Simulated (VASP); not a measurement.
# Ru (Cmcm) in VASP: a series of runs

The runs below take Ru through single point, with LDA.

Everything below comes from runs of VASP 6.6.1. Logs are shortened: lines on timing, memory, paths and dates and some standing lists are left out, and cuts for length are marked.

## Step 1: The cell of the first run

It takes space group Cmcm (No. 63, orthorhombic). The conventional cell has a = 2.567 Å, b = 4.446 Å, c = 4.227 Å, α = 90.00°, β = 90.00°, γ = 90.00°. Within 3.7 Å of Ru (site symmetry m2m) lie 18 Ru at 2.55 to 3.70 Å.

## Step 2: Single point, LDA (atoms displaced along a vibrational mode, the cell strained)

The input, INCAR:

```
PREC = Accurate
ENCUT = 520
EDIFF = 1E-6
ISMEAR = 0
SIGMA = 0.15
LREAL = False
LASPH = True
NELM = 80
ALGO = Fast
ISIF = 2
LWAVE = False
LCHARG = False
NBANDS = 21
```

The input, KPOINTS:

```
regular mesh
0
Gamma
  21 21 10
```

The input, POSCAR:

```
Ru
1.0
    2.5670964504      0.0000000000      0.0000000000
   -1.2835482252      2.2231707400      0.0000000000
    0.0000000000      0.0000000000      4.2267610266
Ru
2
Direct
    0.3182197843      0.6364395686      0.2500000000
    0.6817802157      0.3635604314      0.7500000000
```

Potentials or basis: VASP PAW LDA potentials, release 64 (Ru_pv).

Started as:

```sh
> cat potpaw_LDA.64/Ru_pv/POTCAR > POTCAR
> mpirun -np 1 vasp_std > vasp.out
```

OUTCAR:

```text
PREC = Accurate
   ENCUT = 520
   EDIFF = 1E-6
   ISMEAR = 0
   LREAL = False
   LASPH = True
   NELM = 80
   ISIF = 2

 ion  position               nearest neighbor table
   1  0.318  0.636  0.250-   2 2.55   2 2.55   2 2.55   2 2.55   2 2.66   2 2.66
   2  0.682  0.364  0.750-   1 2.55   1 2.55   1 2.55   1 2.55   1 2.66   1 2.66

  LATTYP: Found a hexagonal cell.
 ALAT       =     2.5670964504
 C/A-ratio  =     1.6465143045

  Lattice vectors:

 A1 = (   2.5670964504,   0.0000000000,   0.0000000000)
 A2 = (  -1.2835482252,   2.2231707400,   0.0000000000)
 A3 = (   0.0000000000,   0.0000000000,   4.2267610266)

Analysis of symmetry for initial positions (statically):
=====================================================================
 Subroutine PRICEL returns:
 Original cell was already a primitive cell.

 Routine SETGRP: Setting up the symmetry group for a
 hexagonal supercell.

 Subroutine GETGRP returns: Found  8 space group operations
 (whereof  4 operations were pure point group operations)
 out of a pool of 24 trial point group operations.

The static configuration has the point symmetry C_2h.
 The point group associated with its full space group is D_2h.

Analysis of symmetry for dynamics (positions and initial velocities):
=====================================================================
 Subroutine PRICEL returns:
 Original cell was already a primitive cell.

 Routine SETGRP: Setting up the symmetry group for a
 hexagonal supercell.

 Subroutine GETGRP returns: Found  8 space group operations
 (whereof  4 operations were pure point group operations)
 out of a pool of 24 trial point group operations.

The dynamic configuration has the point symmetry C_2h.
 The point group associated with its full space group is D_2h.

 Subroutine INISYM returns: Found  8 space group operations
 (whereof  4 operations are pure point group operations),
 and found     1 'primitive' translations

----------------------------------------------------------------------------------------

                                     Primitive cell

  volume of cell :      24.1225

  direct lattice vectors                    reciprocal lattice vectors
     2.567096450  0.000000000  0.000000000     0.389545161  0.224904004  0.000000000
    -1.283548225  2.223170740  0.000000000     0.000000000  0.449808007  0.000000000
     0.000000000  0.000000000  4.226761027     0.000000000  0.000000000  0.236587778

  length of vectors
     2.567096450  2.567096450  4.226761027     0.449808007  0.449808007  0.236587778

  position of ions in fractional coordinates (direct lattice)
     0.318219784  0.636439569  0.250000000
     0.681780216  0.363560431  0.750000000

  ion indices of the primitive-cell ions
   primitive index   ion index
                 1           1
                 2           2

----------------------------------------------------------------------------------------

 KPOINTS: regular mesh

Automatic generation of k-mesh.
 Grid dimensions read from file:
 generate k-points for:   21   21   10

 Generating k-lattice:

  Cartesian coordinates                     Fractional coordinates (reciprocal lattice)
     0.018549770  0.010709714  0.000000000     0.047619048  0.000000000  0.000000000
     0.000000000  0.021419429  0.000000000     0.000000000  0.047619048  0.000000000
     0.000000000  0.000000000  0.023658778     0.000000000  0.000000000  0.100000000

  Length of vectors
     0.021419429  0.021419429  0.023658778

  Shift w.r.t. Gamma in fractional coordinates (k-lattice)
     0.000000000  0.000000000  0.000000000

 Subroutine IBZKPT returns following result:
 ===========================================

 Found    726 irreducible k-points:

 Following reciprocal coordinates:
            Coordinates               Weight
  0.000000  0.000000  0.000000      1.000000
  0.047619  0.000000  0.000000      4.000000
  0.000000  0.047619  0.000000      2.000000
  0.095238 -0.000000  0.000000      4.000000
  0.000000  0.095238  0.000000      2.000000
  0.142857 -0.000000  0.000000      4.000000
[... 16 lines left out ...]
 -0.095238  0.047619  0.000000      2.000000
  0.095238  0.047619  0.000000      4.000000
 [... further k-points ...]
   k-points           NKPTS =    726   k-points in BZ     NKDIM =    726   number of bands    NBANDS=     21
   number of dos      NEDOS =    301   number of ions     NIONS =      2
   total plane-waves  NPLWV =  12800
   dimension x,y,z NGX =    20 NGY =   20 NGZ =   32
   dimension x,y,z NGXF=    40 NGYF=   40 NGZF=   64
   ions per type =               2
   NGX,Y,Z   is equivalent  to a cutoff of  12.95, 12.95, 12.59 a.u.
   NGXF,Y,Z  is equivalent  to a cutoff of  25.90, 25.90, 25.17 a.u.
 SYSTEM =  unknown system
   PREC   = accura    normal or accurate (medium, high low for compatibility)
   ISTART =      0    job   : 0-new  1-cont  2-samecut
   ICHARG =      2    charge: 1-file 2-atom 10-const
   ISPIN  =      1    spin polarized calculation?
   LNONCOLLINEAR =      F non collinear calculations
   LSORBIT =      F    spin-orbit coupling
   LASPH  =      T    aspherical Exc in radial PAW
   ENCUT  =  520.0 eV  38.22 Ry    6.18 a.u.   4.77  4.77  7.86*2*pi/ulx,y,z
   NELM   =     80;   NELMIN=  2; NELMDL= -5     # of ELM steps
   EDIFF  = 0.1E-05   stopping-criterion for ELM
   LREAL  =      F    real-space projection
   EDIFFG = 0.1E-04   stopping-criterion for IOM
   NSW    =      0    number of steps for IOM
   IBRION =     -1    ionic relax: 0-MD 1-quasi-New 2-CG
   NFREE  =      0    steps in history (QN), initial steepest desc. (CG)
   ISIF   =      2    stress and relaxation
   ISYM   =      2    0-nonsym 1-usesym 2-fastsym
   POTIM  = 0.5000    time-step for ionic-motion
   TEBEG  =    0.0;   TEEND  =   0.0 temperature during run
   PSTRESS=    0.0 pullay stress
   NELECT =      28.0000    total number of electrons
   NUPDOWN=      -1.0000    fix difference up-down
   EMIN   =  10.00;   EMAX   =-10.00  energy-range for DOS
   EFERMI =   0.00;   METHOD = LEGACY
   ISMEAR =     0;   SIGMA  =   0.15  broadening in eV -4-tet -1-fermi 0-gaus
   EFERMI_NEDOS =   21; number of points for ismear=-14 and -15
   IALGO  =     68    algorithm
   IMIX   =      4    mixing-type and parameters
     AMIX     =   0.40;   BMIX     =  1.00
     AMIX_MAG =   1.60;   BMIX_MAG =  1.00
  volume/ion in A,a.u.               =      12.06        81.39
  Fermi-wavevector in a.u.,A,eV,Ry     =   1.720494  3.251263 40.274621  2.960101
  Thomas-Fermi vector in A             =   2.796923
   LORBIT       =      0    0 simple, 1 ext, 2 COOP (PROOUT), +10 PAW based schemes
   GGA     = CA    functional components
   LHFCALC =     F    Hartree Fock is set to
   AEXX    =    0.0000 exact exchange contribution
   IVDW    =     0    specifies the selected vdW correction
   LEPSILON=     F    determine dielectric tensor
   LRPA    =     F    only Hartree local field effects (RPA)
 non-spin polarized calculation
 RMM-DIIS sequential band-by-band and
 Gauss-broadening in eV      SIGMA  =   0.15
  energy-cutoff  :      520.00
  volume of cell :       24.12
 maximum number of plane-waves:       664
   NGX =  9   NGY =  9   NGZ = 15

 number of electron      28.0000000 magnetization

 Free energy of the ion-electron system (eV)
  ---------------------------------------------------
  ext. energy  EPLUGINS =         0.00000000
  ---------------------------------------------------
  free energy    TOTEN  =       -21.03421811 eV

  energy without entropy =      -21.01779989  energy(sigma->0) =      -21.02600900

 E-fermi :  15.0184     XC(G=0): -15.1166

 val. band max:       15.0177045701   @ k =  -0.0952   0.2381   0.4000
 cond. band min:      15.0300423190   @ k =   0.0476   0.0000   0.3000
 fundamental gap:      0.0123377489
 Fermi energy:        15.0184027238

 k-point     1 :       0.0000    0.0000    0.0000
  band No.  band energies     occupation
      1     -28.9181      2.00000
      2     -27.5635      2.00000
      3     -27.4592      2.00000
      4     -27.3367      2.00000
      5     -27.3267      2.00000
      6     -27.2941      2.00000
[... 13 lines left out ...]
     20      24.9002      0.00000
     21      26.3006      0.00000

 k-point     2 :       0.0476    0.0000    0.0000
  band No.  band energies     occupation
      1     -28.9061      2.00000
      2     -27.5874      2.00000
      3     -27.4734      2.00000
      4     -27.3509      2.00000
      5     -27.3312      2.00000
      6     -27.3138      2.00000
[... 13 lines left out ...]
     20      24.9003      0.00000
     21      26.2833      0.00000

 k-point     3 :       0.0000    0.0476    0.0000
  band No.  band energies     occupation
      1     -28.9078      2.00000
      2     -27.5716      2.00000
      3     -27.4897      2.00000
      4     -27.3648      2.00000
      5     -27.3292      2.00000
      6     -27.2993      2.00000
[... 13 lines left out ...]
     20      24.9003      0.00000
     21      26.2866      0.00000

 k-point     4 :       0.0952   -0.0000    0.0000
  band No.  band energies     occupation
      1     -28.8706      2.00000
      2     -27.6619      2.00000
      3     -27.5090      2.00000
      4     -27.4263      2.00000
      5     -27.3451      2.00000
      6     -27.3373      2.00000
[... 13 lines left out ...]
     20      24.9002      0.00000
     21      26.2255      0.00000

 k-point     5 :       0.0000    0.0952    0.0000
  band No.  band energies     occupation
      1     -28.8777      2.00000
      2     -27.5950      2.00000
      3     -27.5786      2.00000
      4     -27.4457      2.00000
      5     -27.3370      2.00000
      6     -27.3143      2.00000
[... 13 lines left out ...]
     20      24.9002      0.00000
     21      26.2380      0.00000

 k-point     6 :       0.1429   -0.0000    0.0000
  band No.  band energies     occupation
      1     -28.8131      2.00000
      2     -27.7851      2.00000
      3     -27.5636      2.00000
      4     -27.5516      2.00000
      5     -27.3687      2.00000
      6     -27.3588      2.00000
[... 13 lines left out ...]
     20      24.9002      0.00000
     21      26.1188      0.00000

 k-point     7 :       0.0000    0.1429    0.0000
  band No.  band energies     occupation
      1     -28.8293      2.00000
      2     -27.7176      2.00000
      3     -27.6314      2.00000
      4     -27.5700      2.00000
      5     -27.3501      2.00000
      6     -27.3382      2.00000
[... 13 lines left out ...]
     20      24.9002      0.00000
     21      26.1435      0.00000
[... 291 lines left out ...]
      1     -28.7760      2.00000
      2     -28.5532      2.00000
      3     -28.1392      2.00000
      4     -27.8582      2.00000
      5     -27.7693      2.00000
      6     -27.5354      2.00000
[... 13 lines left out ...]
     20      24.8997      0.00000
     21      27.5203      0.00000

 k-point    21 :       0.0000    0.4762    0.0000
  band No.  band energies     occupation
      1     -28.7836      2.00000
      2     -28.4910      2.00000
      3     -28.3658      2.00000
      4     -27.9069      2.00000
      5     -27.5319      2.00000
      6     -27.5293      2.00000
[... 13 lines left out ...]
     20      26.6671      0.00000
     21      26.6731      0.00000

 k-point    22 :       0.0476    0.0476    0.0000
  band No.  band energies     occupation
      1     -28.8858      2.00000
      2     -27.6104      2.00000
      3     -27.5266      2.00000
      4     -27.4118      2.00000
      5     -27.3364      2.00000
      6     -27.3169      2.00000
[... 13 lines left out ...]
     20      24.9002      0.00000
     21      26.2525      0.00000

 k-point    23 :      -0.0952    0.0476    0.0000
  band No.  band energies     occupation
      1     -28.8806      2.00000
      2     -27.6451      2.00000
      3     -27.4929      2.00000
      4     -27.3774      2.00000
      5     -27.3508      2.00000
      6     -27.3424      2.00000
[... 13 lines left out ...]
     20      24.9002      0.00000
     21      26.2417      0.00000

 k-point    24 :       0.0952    0.0476    0.0000
  band No.  band energies     occupation
      1     -28.8411      2.00000
      2     -27.7113      2.00000
      3     -27.5780      2.00000
      4     -27.4974      2.00000
      5     -27.3532      2.00000
      6     -27.3456      2.00000
[... 13 lines left out ...]
     20      24.9002      0.00000
     21      26.1742      0.00000

 [... further k-points ...]

------------------------ aborting loop because EDIFF is reached ----------------------------------------

  FORCE on cell =-STRESS in cart. coord.  units (eV):
  Direction    XX          YY          ZZ          XY          YZ          ZX
  --------------------------------------------------------------------------------------
  -------------------------------------------------------------------------------------
  Total        7.6807494      6.4192051      3.5507236      0.0000000      0.0000000      0.0000000
  in kB      510.1424717    426.3528183    235.8330925      0.0000000      0.0000000      0.0000000
  external PRESSURE =     390.7761275 kB  Pullay stress =       0.0000000 kB

 VOLUME and BASIS-vectors are now :
 -----------------------------------------------------------------------------
  energy-cutoff  :      520.00
  volume of cell :       24.12
      direct lattice vectors                 reciprocal lattice vectors
     2.567096450  0.000000000  0.000000000     0.389545161  0.224904004  0.000000000
    -1.283548225  2.223170740  0.000000000     0.000000000  0.449808007  0.000000000
     0.000000000  0.000000000  4.226761027     0.000000000  0.000000000  0.236587778

 POSITION                                       TOTAL-FORCE (eV/Angst)
 -----------------------------------------------------------------------------------
      0.00000      1.41491      1.05669         0.000000      1.206990      0.000000
      1.28355      0.80826      3.17007        -0.000000     -1.206990      0.000000
 -----------------------------------------------------------------------------------
    total drift:                               -0.000000      0.000000      0.000000

  FREE ENERGIE OF THE ION-ELECTRON SYSTEM (eV)
  ---------------------------------------------------
  free  energy   TOTEN  =       -21.0342181121 eV

  energy  without entropy=      -21.0177998909  energy(sigma->0) =      -21.02600900
```

Run time: 6.5 min. Hardware: 1 thread of Intel Xeon Platinum 8259CL at 2.50GHz (Skylake/Cascade Lake), shared host; peak memory 0.36 GiB.

Results:

| Property | Result |
| --- | --- |
| Free energy | -21.0342 eV |
| Pressure | 39.1 GPa |
| Largest force | 1.207 eV/Å |
| Band gap on the k mesh | zero (bands 14 and 15 overlap by 3.97 eV) |

Forces in eV/Å, atoms in the order of the input:
```
Ru   0.000  1.207  0.000
Ru   0.000 -1.207  0.000
```

Caveat: the cell differs from its parent crystal (atoms displaced along a vibrational mode, the cell strained); the stress differs along the axes, from 24 to 51 GPa; forces of over 1 eV/Å act on the atoms, so gaps and moduli don't describe the material at rest.

## Step 3: Single point, LDA (atoms displaced along a vibrational mode, the cell strained)

The input, INCAR:

```
SYSTEM = Ru
ALGO     = Fast           ! electronic algorithm
EDIFF    = 1E-6           ! SCF threshold, eV
ENCUT    = 520            ! plane-wave cutoff, eV
GGA      = CA             ! functional
ISIF     = 2              ! what is computed and relaxed
ISMEAR   = 0              ! smearing method
LASPH    = .True.         ! aspherical terms in the spheres
LCHARG   = .False.        ! write CHGCAR
LREAL    = .False.        ! projectors in reciprocal space
LWAVE    = .False.        ! write WAVECAR
NBANDS   = 21             ! bands
NELM     = 60             ! most SCF steps
PREC     = Accurate       ! precision mode
SIGMA    = 0.15           ! smearing width, eV
```

The input, KPOINTS:

```
k-points
0
Gamma
  21 21 10
  0 0 0
```

The input, POSCAR:

```
Ru
1.0
    2.5670964504      0.0000000000      0.0000000000
   -1.2835482252      2.2231707400      0.0000000000
    0.0000000000      0.0000000000      4.2267610266
Ru
2
Direct
    0.3484468824      0.6968937647      0.2500000000
    0.6515531176      0.3031062353      0.7500000000
```

Potentials or basis: VASP PAW LDA potentials, release 64 (Ru_pv).

Started as:

```sh
> cat potpaw_LDA.64/Ru_pv/POTCAR > POTCAR
> mpirun -np 1 vasp_std > vasp.out
```

Wall time 6.5 min (1 thread of Intel Xeon Platinum 8259CL at 2.50GHz (Skylake/Cascade Lake), shared host); peak memory 0.36 GiB.

It converged, with:

| Item | Value |
| --- | --- |
| Free energy | -21.0366 eV |
| Pressure | 39.2 GPa |
| Largest force | 1.162 eV/Å |
| Band gap on the k mesh | zero (bands 14 and 15 overlap by 3.95 eV) |

Forces in eV/Å, atoms in the order of the input:
```
Ru   0.000 -1.162  0.000
Ru   0.000  1.162  0.000
```

Stress tensor (GPa, compression positive):
```
43.01  0.00  0.00
 0.00 50.84  0.00
 0.00  0.00 23.66
```

Levels at points of the mesh, in eV from the Fermi level:
```
           k point  band 12  band 13  band 14  band 15  band 16  band 17
(0.00, 0.00, 0.00)    -2.53    -2.15    -1.70    -0.84     0.90     0.98
(0.00, 0.00, 0.50)    -3.25    -3.07    -3.07     0.48     0.48     0.80
```

Caveat: the cell differs from its parent crystal (atoms displaced along a vibrational mode, the cell strained); the stress differs along the axes, from 24 to 51 GPa; forces of over 1 eV/Å act on the atoms, so gaps and moduli don't describe the material at rest.
